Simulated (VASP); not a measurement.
Write the native input for VASP 6.6.1 that does the following.

```
Task                   : single point
Functional             : PBEsol
Potentials or basis    : VASP PAW PBE potentials, release 64 (Os)
Cutoff                 : 520 eV
k mesh                 : 12 × 12 × 12
Occupations            : fermi-dirac, width 0.01 eV
Spin                   : non-collinear spin, zero start, spin-orbit coupling
Starting moments       : [[0.0, 0.0, 0.0]] μB
Dipole correction      : no
Further INCAR settings : ALGO = Normal; EDIFF = 1e-06; NBANDS = 19
```

The structure of Os lies in POSCAR:

```
Os
1.0
    0.0000000000      1.9319459154      1.9319459154
    1.9319459154      0.0000000000      1.9319459154
    1.9319459154      1.9319459154      0.0000000000
Os
1
Direct
    0.0000000000      0.0000000000      0.0000000000
```

This isn't the form of Os at room conditions, which is hcp.

One way to write it, as run:

INCAR

```
PREC = Accurate
ENCUT = 520
EDIFF = 1E-6
ISMEAR = -1
SIGMA = 0.01
LREAL = False
LASPH = True
NELM = 150
ALGO = Normal
ISIF = 2
LWAVE = False
LCHARG = True
LNONCOLLINEAR = True
MAGMOM = 0 0 0
LORBIT = 11
LSORBIT = True
GGA_COMPAT = False
LORBMOM = True
LMAXMIX = 4
GGA = PS
LVHAR = True
NBANDS = 19
```

KPOINTS

```
Automatic mesh
0
Gamma
  12 12 12
```

Potentials or basis: VASP PAW PBE potentials, release 64 (Os).

Command:

```sh
$ cat potpaw_PBE.64/Os/POTCAR > POTCAR
$ mpirun -np 1 vasp_ncl > vasp.out
```

Results of the run:

* Pressure: -13.0 GPa
* Net moment: 0.00 μB per cell
* Valence electrons inside the program's atomic spheres: Os 7.36

Caveat: the cell stands under tension; the PAW data sets were made with another functional, which shifts forces and pressure a little.

It took 53 s on 1 thread of Intel(R) Xeon(R) Platinum 8488C (Sapphire Rapids) (shared host), peak memory 0.17 GiB.
